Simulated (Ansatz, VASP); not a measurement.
# Au: VASP beside Ansatz

```
Au
1.0
     2.91696    0.00000    0.00000
    -1.45848    2.52616    0.00000
     0.00000    0.00000    4.89003
Au
2
Direct
  0.33333 0.66667 0.75000
  0.66667 0.33333 0.25000
```

Alike in both runs: task relaxation of cell and atoms; functional r2SCAN; k mesh 18 × 18 × 10; occupations gaussian, width 0.1 eV; no spin polarisation.

|  | VASP | Ansatz |
| --- | --- | --- |
| version | VASP 6.6.1 | Ansatz 0.2.0 |
| potentials or method | VASP PAW PBE potentials, release 64 (Au), cutoff 600 eV | scalar-relativistic, plane waves, PAW |
| valence electrons in the cell | 22 | 38 |

|  | VASP | Ansatz | Ansatz less VASP |
| --- | --- | --- | --- |
| gap on the k mesh at the Fermi level, each at its own relaxed structure (eV) | none | none | - |
| relaxed volume (Å³/atom) | 17.64 | 17.60 | -0.039 |
| relaxed length of the cell vector where the two differ most in proportion (Å) | 2.892 | 2.890 | -0.0023 |

VASP's potentials were made for PBE, not for r2SCAN. A gap of «none» marks a metal or a gap that the smearing closes. VASP's potentials hold 22 valence electrons a cell and Ansatz's 38, so a difference there can come from the potentials and not from the codes.

Spin-orbit coupling is off throughout.
